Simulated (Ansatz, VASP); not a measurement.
## Si3N4: VASP beside Ansatz

```
Si N
1.0
     7.62720    0.00000    0.00000
    -3.81360    6.60535    0.00000
     0.00000    0.00000    2.91820
Si N
6 8
Direct
  0.17428 0.76819 0.25000
  0.40609 0.17428 0.75000
  0.23181 0.40609 0.25000
  0.82572 0.23181 0.75000
  0.59391 0.82572 0.25000
  0.76819 0.59391 0.75000
  0.33333 0.66667 0.25000
  0.66667 0.33333 0.75000
  0.32974 0.03019 0.25000
  0.29955 0.32974 0.75000
  0.96981 0.29955 0.25000
  0.67026 0.96981 0.75000
  0.70045 0.67026 0.25000
  0.03019 0.70045 0.75000
```

Alike in both runs: functional PBE; k mesh 4 × 4 × 9; occupations fermi-dirac, width 0.02 eV; no spin polarisation.

Ansatz relaxed the structure, and its values are those at the end. VASP's run is a single point on that final structure, the one shown.

|  | VASP | Ansatz |
| --- | --- | --- |
| version | VASP 6.6.1 | Ansatz 0.2.0 |
| potentials or method | VASP PAW PBE potentials, release 64 (Si, N) | plane-wave PAW, scalar-relativistic |
| plane-wave cutoff (eV) | 520 | 420 |
| valence electrons in the cell | 64 | 64 |

```tsv
	VASP	Ansatz	Ansatz less VASP
gap on the k mesh at the Fermi level (eV)	4.29	4.30	+0.011
pressure (GPa)	2.6	2.9	+0.29
rms of the force components (eV/Å)	0.007	0.008	+0.0011
```

With one functional, cell and mesh, what is left measures potentials, basis and numerics. Ansatz's warnings: stress scf threshold loose.
